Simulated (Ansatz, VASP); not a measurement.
## One calculation of N, two programs

```
N
1.0
     8.86210    0.00000    0.00000
     0.00000    8.86210    0.00000
     0.00000    0.00000    8.86210
N
24
Direct
  0.48720 0.97067 0.00472
  0.58360 0.03677 0.04714
  0.62182 0.67702 0.78744
  0.58790 0.72011 0.67585
  0.62396 0.43080 0.10073
  0.74782 0.44160 0.10041
  0.10985 0.63171 0.07559
  0.09938 0.69282 0.96780
  0.14311 0.98292 0.60697
  0.23609 0.91777 0.65774
  0.36388 0.29929 0.41857
  0.36919 0.23538 0.31202
  0.99226 0.16959 0.24342
  0.03205 0.08748 0.15895
  0.84448 0.19560 0.80476
  0.95836 0.24330 0.81953
  0.36580 0.78595 0.32296
  0.42055 0.67443 0.32824
  0.92181 0.47634 0.49495
  0.80562 0.43259 0.48798
  0.82123 0.82937 0.37721
  0.78696 0.79541 0.26260
  0.38214 0.28239 0.79731
  0.34113 0.39519 0.82974
```

Alike in both runs: functional PBE; dispersion D3(BJ); k mesh 1 × 1 × 1; occupations fermi-dirac, width 0.02 eV; no spin polarisation.

Ansatz relaxed the structure, and its values are those at the end. VASP's run is a single point on that final structure, the one shown.

|  | VASP | Ansatz |
| --- | --- | --- |
| version | VASP 6.6.1 | Ansatz 0.2.0 |
| potentials or method | VASP PAW PBE potentials, release 64 (N), cutoff 520 eV | scalar-relativistic, plane waves, PAW |
| valence electrons in the cell | 120 | 120 |

```tsv
	VASP	Ansatz	Ansatz less VASP
gap on the k mesh at the Fermi level (eV)	7.54	7.59	+0.045
rms of the force components (eV/Å)	1.006	0.006	-1.0004
```

One of these differences is far larger than is usual between the two programs; its cause wasn't traced. Ansatz's warnings: xc potential rough in thin density.

Noted on VASP's run: the standard files for N, O and F lose accuracy on very short bonds.
